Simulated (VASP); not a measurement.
A run of VASP 6.6.1 is set up as follows.

The input INCAR:

```
SYSTEM = C
  PREC = Accurate
  ENCUT = 520
  EDIFF = 1E-6
  ISMEAR = 0
  SIGMA = 0.05
  LREAL = .False.
  LASPH = .True.
  NELM = 80
  ALGO = Normal
  ISIF = 2
  LWAVE = .False.
  LCHARG = .False.
  NBANDS = 11
```

Contents of KPOINTS:

```
regular mesh
0
Gamma
  14 14 10
  0 0 0
```

Contents of POSCAR:

```
C
1.0
    2.0831423393     -1.2027139203     -0.0119809569
    2.0831423393      1.2027139203     -0.0119809569
   -1.3692188913      0.0000000000      3.4476383084
C
2
Direct
    0.8333830096      0.8333830096      0.0001497828
    0.1666169904      0.1666169904      0.9998502172
```

Potentials or basis: VASP PAW LDA potentials, release 64 (C).

Command:

```bash
$ cat potpaw_LDA.64/C/POTCAR > POTCAR
$ mpirun -np 1 vasp_std > vasp.out
```

Task: What does it give for the band gap on the k mesh?

Result: 0.82 eV, direct.

Task: Predict the pressure.

Result: 15.3 GPa.

Stress tensor (GPa, compression positive):
```
23.39  0.00 -0.14
 0.00 23.40  0.00
-0.14  0.00 -1.00
```

 A k mesh can miss the band edges.
